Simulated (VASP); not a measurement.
Set up this calculation in VASP 6.6.1, as the native input.

| Property | Result |
| --- | --- |
| Task | relaxation of cell and atoms |
| Functional | r2SCAN |
| Potentials or basis | VASP PAW PBE potentials, release 64 (Nb_sv) |
| Cutoff | 550 eV |
| k mesh | 7 × 7 × 7 |
| Occupations | methfessel-paxton, width 0.05 eV |
| Spin | no spin polarisation |
| Target pressure | 60 GPa |
| Dipole correction | no |
| Further INCAR settings | ALGO = Normal; EDIFF = 1e-07; IBRION = 2; EDIFFG = -0.03; NSW = 80; ISIF = 3 |

Nb:

```
Nb
1.0
     0.00000    2.09500    2.09500
     2.09500    0.00000    2.09500
     2.09500    2.09500    0.00000
Nb
1
Direct
  0.00000 0.00000 0.00000
```

This isn't the form of Nb at room conditions, which is bcc.

One way to write it, as run:

POSCAR

```
Nb
1.0
    0.0000000000      2.0950000000      2.0950000000
    2.0950000000      0.0000000000      2.0950000000
    2.0950000000      2.0950000000      0.0000000000
Nb
1
Direct
    0.0000000000      0.0000000000      0.0000000000
```

INCAR.step1

```
  PREC = Accurate
  ENCUT = 550
  ISMEAR = 1
  SIGMA = 0.05
  LREAL = F
  LASPH = T
  NELM = 120
  GGA = PE
  ALGO = Normal
  EDIFF = 1E-5
  LWAVE = T
  LCHARG = F
  GGA_COMPAT = F
  IBRION = 2
  ISIF = 3
  EDIFFG = -0.005
  NELMIN = 4
  NSW = 100
```

INCAR.step2

```
  PREC = Accurate
  ENCUT = 550
  EDIFF = 1E-7
  ISMEAR = 1
  SIGMA = 0.05
  LREAL = F
  LASPH = T
  NELM = 120
  ALGO = Normal
  ISIF = 3
  LWAVE = F
  LCHARG = F
  METAGGA = R2SCAN
  LMIXTAU = T
  IBRION = 2
  NSW = 80
  EDIFFG = -0.03
  PSTRESS = 600.0
  ISTART = 1
  GGA_COMPAT = F
  NELMIN = 4
```

KPOINTS

```
Automatic mesh
0
Gamma
  7 7 7
```

Potentials or basis: VASP PAW PBE potentials, release 64 (Nb_sv).

Command:

```console
$ cat potpaw_PBE.64/Nb_sv/POTCAR > POTCAR
$ cp INCAR.step1 INCAR
$ mpirun -np 1 vasp_std > vasp.out
$ cp INCAR.step2 INCAR
$ mpirun -np 1 vasp_std > vasp.out
```

It gave:

```json
{
 "Relaxed volume": "14.84 Å³/atom",
 "Relaxed cell": "a = 2.758 Å, b = 2.758 Å, c = 2.758 Å, α = 60.00°, β = 60.00°, γ = 60.00°",
 "Space group after relaxing (to 0.1 Å)": "Fm-3m (No. 225)",
 "Energy change on relaxing (the run minimises the enthalpy)": "+574.2 meV/atom",
 "Ionic steps": "5",
 "Pressure after relaxing": "60.2 GPa",
 "Band gap on the k mesh": "zero (an odd number of electrons rules out a gap without spin polarisation)"
}
```

Caveat: the k points lie up to 0.40 Å⁻¹ apart in the final cell, too coarse for converged energies and pressures of a metal; the cell is relaxed towards a set pressure, so the run minimises the enthalpy, not the energy; the volume moved by over 15 % at a fixed basis, so the end points are rough; the PAW data sets were made with another functional, which shifts forces and pressure a little.

Run time: 51 s on 1 thread of Intel(R) Xeon(R) 6975P-C (Granite Rapids) (shared host), peak memory 0.16 GiB.
